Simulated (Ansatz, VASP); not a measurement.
## One calculation of Al3InAs4, two programs

```
Al In As
1.0
     4.12361    0.00000    0.00000
     0.00000    8.25455    0.00000
     0.00000    0.00000    5.83735
Al In As
3 1 4
Direct
  0.00000 0.74218 0.00009
  0.00000 0.25782 0.00009
  0.50000 0.50000 0.50101
  0.50000 0.00000 0.50023
  0.50000 0.73645 0.76078
  0.00000 0.00000 0.21901
  0.50000 0.26355 0.76078
  0.00000 0.50000 0.25802
```

Alike in both runs: functional PBE; k mesh 8 × 4 × 6; occupations gaussian, width 0.02 eV; no spin polarisation.

Ansatz relaxed the structure, and its values are those at the end. VASP's run is a single point on that final structure, the one shown.

|  | VASP | Ansatz |
| --- | --- | --- |
| version | VASP 6.6.1 | Ansatz 0.2.0 |
| potentials or method | VASP PAW PBE potentials, release 64 (Al, In_d, As), cutoff 520 eV | scalar-relativistic, plane waves, PAW |
| valence electrons in the cell | 42 | 82 |

|  | VASP | Ansatz | Ansatz less VASP |
| --- | --- | --- | --- |
| gap on the k mesh at the Fermi level (eV) | 1.04 | 1.03 | -0.003 |
| least direct gap on the mesh (eV) | 1.04 | 1.03 | -0.003 |
| pressure (GPa) | 0.1 | 0.0 | -0.12 |

With one functional, cell and mesh, what is left measures potentials, basis and numerics. VASP's potentials hold 42 valence electrons a cell and Ansatz's 82, so a difference there can come from the potentials and not from the codes.
